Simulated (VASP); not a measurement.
Write the native input for VASP 6.6.1 that does the following.

```
Task                   : single point
Functional             : PBEsol
Potentials or basis    : VASP PAW PBE potentials, release 64 (K_sv, Zn, F)
Cutoff                 : 520 eV
k mesh                 : 6 × 6 × 6
Occupations            : gaussian, width 0.02 eV
Spin                   : no spin polarisation
Dipole correction      : no
Further INCAR settings : ALGO = Normal; EDIFF = 1e-06; NBANDS = 29
```

The structure of KZnF3 lies in POSCAR:

```
KZnF3
1.0
    3.9303823840      0.0000000000      0.0000000000
    0.0000000000      3.9303823840      0.0000000000
    0.0000000000      0.0000000000      4.1560122963
K Zn F
1 1 3
Direct
    0.0000000000      0.0000000000      0.0000000000
    0.5000000000      0.5000000000      0.5000000000
    0.0000000000      0.5000000000      0.5000000000
    0.5000000000      0.0000000000      0.5000000000
    0.5000000000      0.5000000000      0.0000000000
```

This cell differs from its parent crystal: biaxial strain in the a-b plane: -3.0 %, then relaxed in part.

These files were run (other wordings do the same):

INCAR

```
SYSTEM = KZnF3
PREC     = Accurate       ! precision mode
ENCUT    = 520            ! plane-wave cutoff, eV
EDIFF    = 1E-6           ! SCF threshold, eV
ISMEAR   = 0              ! smearing method
SIGMA    = 0.02           ! smearing width, eV
LREAL    = .False.        ! projectors in reciprocal space
LASPH    = .True.         ! aspherical terms in the spheres
NELM     = 80             ! most SCF steps
ALGO     = Normal         ! electronic algorithm
ISIF     = 2              ! what is computed and relaxed
LWAVE    = .False.        ! write WAVECAR
LCHARG   = .True.         ! write CHGCAR
GGA      = PS             ! functional
LELF     = .True.         ! ELF
LVHAR    = .True.       
NBANDS   = 29             ! bands
```

KPOINTS

```
regular mesh
0
Gamma
  6 6 6
  0 0 0
```

Potentials or basis: VASP PAW PBE potentials, release 64 (K_sv, Zn, F).

The run is started by

```bash
$ cat potpaw_PBE.64/K_sv/POTCAR potpaw_PBE.64/Zn/POTCAR potpaw_PBE.64/F/POTCAR > POTCAR
$ mpirun -np 1 vasp_std > vasp.out
```

It gave:

```json
{"Pressure": "4.0 GPa", "Band gap on the k mesh": "3.55 eV (least direct gap 5.74 eV)"}
```

Caveat: the cell differs from its parent crystal (biaxial strain in the a-b plane: -3.0 %, then relaxed in part); the stress differs along the axes, from 0 to 6 GPa; the PAW data sets were made with another functional, which shifts forces and pressure a little.

Wall time 75 s on 1 thread of Intel Xeon 8259CL, with other jobs on the host, peak memory 0.22 GiB.
